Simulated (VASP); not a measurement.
Wanted: the native input for a VASP 6.6.1 run.

* Task: single point
* Functional: BLYP
* Potentials or basis: VASP PAW PBE potentials, release 64 (Re)
* Cutoff: 520 eV
* k mesh: 11 × 11 × 3
* Occupations: fermi-dirac, width 0.05 eV
* Spin: no spin polarisation
* Dipole correction: no
* Further INCAR settings: ALGO = Normal; EDIFF = 1e-07; NBANDS = 22

The structure of Re lies in POSCAR:

```
Re
1.0
    2.8106874482      0.0000000000      0.0000000000
   -1.4053437241      2.4341267323      0.0000000000
    0.0000000000      0.0000000000      9.0749529775
Re
4
Direct
    0.6666666667      0.3333333333      0.7500000000
    0.0000000000      0.0000000000      0.5000000000
    0.3333333333      0.6666666667      0.2500000000
    0.0000000000      0.0000000000      0.0000000000
```

The input as run:

INCAR

```
SYSTEM = Re
AGGAC = 1.0 ; AGGAX = 1.0
ALDAC = 0.0 ; ALDAX = 1.0
ALGO = Normal ; EDIFF = 1E-7
ENCUT = 520 ; GGA = B5
ISIF = 2 ; ISMEAR = -1
LASPH = .True. ; LCHARG = .False.
LREAL = .False. ; LWAVE = .False.
NBANDS = 22 ; NELM = 60
PREC = Accurate ; SIGMA = 0.05
```

KPOINTS

```
k-points
0
Gamma
  11 11 3
  0 0 0
```

Potentials or basis: VASP PAW PBE potentials, release 64 (Re).

Launch:

```sh
$ cat potpaw_PBE.64/Re/POTCAR > POTCAR
$ mpirun -np 1 vasp_std > vasp.out
```

Results of the run:

```
Pressure               : 1.8 GPa
Band gap on the k mesh : zero (bands 14 and 15 overlap by 2.35 eV)
```

Caveat: the PAW data sets were made with another functional, which shifts forces and pressure a little; spin-orbit coupling is left out, which moves the levels of the heavy elements.

Wall time 40 s on 1 thread of Intel(R) Xeon(R) 6975P-C (Granite Rapids) (shared host), peak memory 0.2 GiB.
